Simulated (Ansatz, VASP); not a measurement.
# Pt: VASP beside Ansatz

```
Pt
1.0
    -1.70564    1.47305    1.62811
     1.39552   -1.62811    1.47305
     1.70564    1.62811   -1.78317
Pt
1
Cartesian
  0.0000 0.0000 0.0000
```

Change from the starting cell: engineering shear strain xz -0.2000, engineering shear strain yz -0.1000.

Alike in both runs: task single point; functional LDA; k mesh 20 × 20 × 20; occupations gaussian, width 0.15 eV; no spin polarisation.

|  | VASP | Ansatz |
| --- | --- | --- |
| version | VASP 6.6.1 | Ansatz 0.2.0 |
| potentials or method | VASP PAW LDA potentials, release 64 (Pt), cutoff 520 eV | scalar-relativistic, plane waves, PAW |
| valence electrons in the cell | 10 | 18 |

|  | VASP | Ansatz | Ansatz less VASP |
| --- | --- | --- | --- |
| gap on the k mesh at the Fermi level (eV) | none | none | - |
| pressure (GPa) | 21.8 | 21.0 | -0.78 |
| traceless stress, the component that is largest in VASP (GPa) | 36.16 | 36.03 | -0.128 |

Ansatz warns that its potentials were made for another functional, while VASP's fit it. LDA's correlation is that of Perdew and Zunger in VASP and of Perdew and Wang (1992) in Ansatz. A gap of «none» marks a metal or a gap that the smearing closes. VASP's potentials hold 10 valence electrons a cell and Ansatz's 18, so a difference there can come from the potentials and not from the codes.

Neither program's run includes spin-orbit coupling.
